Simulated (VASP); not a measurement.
Here is a VASP 6.6.1 calculation.

File INCAR:

```
PREC     = Accurate       # precision mode
ENCUT    = 520            # plane-wave cutoff, eV
EDIFF    = 1E-6           # SCF threshold, eV
ISMEAR   = -1             # smearing method
SIGMA    = 0.05           # smearing width, eV
LREAL    = F              # projectors in reciprocal space
LASPH    = T              # aspherical terms in the spheres
NELM     = 100            # most SCF steps
ALGO     = Normal         # electronic algorithm
ISIF     = 2              # what is computed and relaxed
LWAVE    = F              # write WAVECAR
LCHARG   = F              # write CHGCAR
NBANDS   = 22             # bands
```

KPOINTS

```
Automatic mesh
0
Gamma
  8 8 5
```

File POSCAR:

```
Cd2S
1.0
    3.8817765334      0.0000000000      0.0000000000
   -1.9408882667      3.3617170898      0.0000000000
    0.0000000000      0.0000000000      5.6906037861
Cd S
2 1
Direct
    0.3333333333      0.6666666667      0.9327170000
    0.6666666667      0.3333333333      0.5787350000
    0.3333333333      0.6666666667      0.3657050000
```

Potentials or basis: VASP PAW LDA potentials, release 64 (Cd, S).

Command:

```console
$ cat potpaw_LDA.64/Cd/POTCAR potpaw_LDA.64/S/POTCAR > POTCAR
$ mpirun -np 1 vasp_std > vasp.out
```

(1) What does it give for the pressure?

(2) What does it give for the band gap on the k mesh?

(3) What does it give for the largest force?

## Answers

(1) -2.0 GPa.

(2) 0.21 eV (least direct gap 0.58 eV).

(3) 0.151 eV/Å.

Caveat: an odd mesh through Γ misses points on the zone boundary, where band edges can lie.
